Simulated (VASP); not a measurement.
Set up this calculation in VASP 6.6.1, as the native input.

| Quantity | Value |
| --- | --- |
| Task | single point |
| Functional | PBE |
| Dispersion | D3(BJ) |
| Potentials or basis | VASP PAW PBE potentials, release 64 (W_sv, Si) |
| Cutoff | 520 eV |
| k mesh | 5 × 5 × 1 |
| Occupations | gaussian, width 0.1 eV |
| Spin | no spin polarisation |
| Dipole correction | yes |
| Further INCAR settings | ALGO = Normal; EDIFF = 1e-07; NBANDS = 98 |

The structure of SiW12 lies in POSCAR:

```
SiW12
1.0
    5.6644156868      0.0000000000      0.0000000000
    0.0000000000      5.6644156868      0.0000000000
    0.0000000000      0.0000000000     21.1500668291
W Si
12 1
Direct
    0.2500000000      0.2500000000      0.1891246979
    0.2500000000      0.7500000000      0.1891246979
    0.7500000000      0.2500000000      0.1891246979
    0.7500000000      0.7500000000      0.1891246979
    0.0000000000      0.0000000000      0.2848852803
    0.0000000000      0.5000000000      0.2848852803
    0.5000000000      0.0000000000      0.2848852803
    0.5000000000      0.5000000000      0.2848852803
    0.2500000000      0.2500000000      0.3806166143
    0.2500000000      0.7500000000      0.3806166143
    0.7500000000      0.2500000000      0.3806166143
    0.7500000000      0.7500000000      0.3806166143
    0.3333333333      0.3333333333      0.4988195505
```

One way to write it, as run:

INCAR

```
SYSTEM = SiW12
PREC = Accurate ; ENCUT = 520
EDIFF = 1E-7 ; ISMEAR = 0
SIGMA = 0.1 ; LREAL = .False.
LASPH = .True. ; NELM = 100
ALGO = Normal ; ISIF = 2
LWAVE = .False. ; LCHARG = .True.
LDIPOL = .True. ; IDIPOL = 3
DIPOL = 0.5 0.5 0.301 ; GGA = PE
IVDW = 12 ; LELF = .True.
LVHAR = .True. ; LVACPOTAV = .True.
NBANDS = 98
```

KPOINTS

```
regular mesh
0
Gamma
  5 5 1
  0 0 0
```

Potentials or basis: VASP PAW PBE potentials, release 64 (W_sv, Si).

Command:

```console
$ cat potpaw_PBE.64/W_sv/POTCAR potpaw_PBE.64/Si/POTCAR > POTCAR
$ mpirun -np 1 vasp_std > vasp.out
```

Results of the run:

- Largest force: 2.165 eV/Å
- Band gap on the k mesh: zero (band 86 reaches 0.31 eV, above the bottom of band 87 at -0.00 eV)
- Dispersion energy per atom: -0.401 eV

Caveat: spin-orbit coupling is left out, which moves the levels of the heavy elements.

Run time: 53 min on 1 thread of AMD EPYC 7R13 Processor (Zen 3) (shared host), peak memory 0.78 GiB.
